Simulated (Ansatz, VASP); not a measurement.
## One calculation of Ga, two programs

```
Ga
1.0
     3.81696   -2.32663    0.00000
     3.81696    2.32663    0.00000
     0.00000    0.00000    4.48825
Ga
4
Direct
  0.99031 0.33445 0.25000
  0.33445 0.99031 0.75000
  0.00969 0.66555 0.75000
  0.66555 0.00969 0.25000
```

Alike in both runs: task single point; functional PBEsol; k mesh 4 × 4 × 4; occupations gaussian, width 0.1 eV; no spin polarisation.

```csv
,VASP,Ansatz
version,VASP 6.6.1,Ansatz 0.2.0
potentials or method,"VASP PAW PBE potentials, release 64 (Ga_d), cutoff 520 eV","scalar-relativistic, plane waves, PAW"
valence electrons in the cell,52,52
```

Ansatz gave:

| Property | Result |
| --- | --- |
| gap on the k mesh at the Fermi level (eV) | none |
| pressure (GPa) | -0.1 |
| traceless stress, the component that is largest in VASP (GPa) | -1.86 |
| rms of the force components (eV/Å) | 0.057 |

Problem. Which values does VASP return?

Solution. gap on the k mesh at the Fermi level (eV): none; pressure (GPa): 0.0; traceless stress, the component that is largest in VASP (GPa): -1.87; rms of the force components (eV/Å): 0.054.

VASP's potentials were made for PBE, not for PBEsol. Atom by atom the forces differ by 0.003 eV/Å (rms over components). A gap of «none» marks a metal or a gap that the smearing closes.

The k mesh is coarse, so the values compare programs but aren't converged.
